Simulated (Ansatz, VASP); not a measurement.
# One calculation of ScGa5S, two programs

```
Sc Ga S
1.0
     4.15000    0.00000    0.00000
     0.00000    4.15000    0.00000
     0.00000    0.00000    7.44000
Sc Ga S
1 5 1
Direct
  0.00000 0.00000 0.50000
  0.00000 0.50000 0.27000
  0.50000 0.00000 0.27000
  0.00000 0.50000 0.73000
  0.50000 0.00000 0.73000
  0.50000 0.50000 0.00000
  0.00000 0.00000 0.00000
```

Alike in both runs: task relaxation of cell and atoms; functional PBE; k mesh 4 × 4 × 2; occupations gaussian, width 0.2 eV; no spin polarisation.

|  | VASP | Ansatz |
| --- | --- | --- |
| version | VASP 6.6.1 | Ansatz 0.2.0 |
| potentials or method | VASP PAW PBE potentials, release 64 (Sc_sv, Ga_d, S), cutoff 600 eV | scalar-relativistic, plane waves, PAW |
| valence electrons in the cell | 82 | 82 |

Ansatz gave:

| Item | Value |
| --- | --- |
| gap on the k mesh at the Fermi level, each at its own relaxed structure (eV) | none |
| relaxed volume (Å³/atom) | 20.05 |
| relaxed length of the cell vector where the two differ most in proportion (Å) | 3.904 |

Question: Which values does VASP return?

Answer: gap on the k mesh at the Fermi level, each at its own relaxed structure (eV): none; relaxed volume (Å³/atom): 19.83; relaxed length of the cell vector where the two differ most in proportion (Å): 3.884.

A gap of «none» marks a metal or a gap that the smearing closes.

The k mesh is coarse, so the values compare programs but aren't converged.
